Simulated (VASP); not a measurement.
A run of VASP 6.6.1 is set up as follows.

The input INCAR:

```
PREC = Accurate
ENCUT = 520
EDIFF = 1E-6
ISMEAR = 0
SIGMA = 0.15
LREAL = False
LASPH = True
NELM = 60
ALGO = Fast
ISIF = 2
LWAVE = False
LCHARG = False
GGA = PE
NBANDS = 13
```

KPOINTS

```
Automatic mesh
0
Gamma
  26 26 26
```

Contents of POSCAR:

```
W
1.0
   -1.5917793224      1.5917793224      1.5917793224
    1.5917793224     -1.5917793224      1.5917793224
    1.5917793224      1.5917793224     -1.5917793224
W
1
Direct
    0.0000000000      0.0000000000      0.0000000000
```

Potentials or basis: VASP PAW PBE potentials, release 64 (W_sv).

Run with:

```sh
$ cat potpaw_PBE.64/W_sv/POTCAR > POTCAR
$ mpirun -np 1 vasp_std > vasp.out
```

(1) Estimate the pressure.

(2) Estimate the band gap on the k mesh.

## Answers

(1) 0.5 GPa.

(2) zero (band 7 reaches 16.23 eV, above the bottom of band 8 at 9.99 eV).

Caveat: spin-orbit coupling is left out, which moves the levels of the heavy elements.
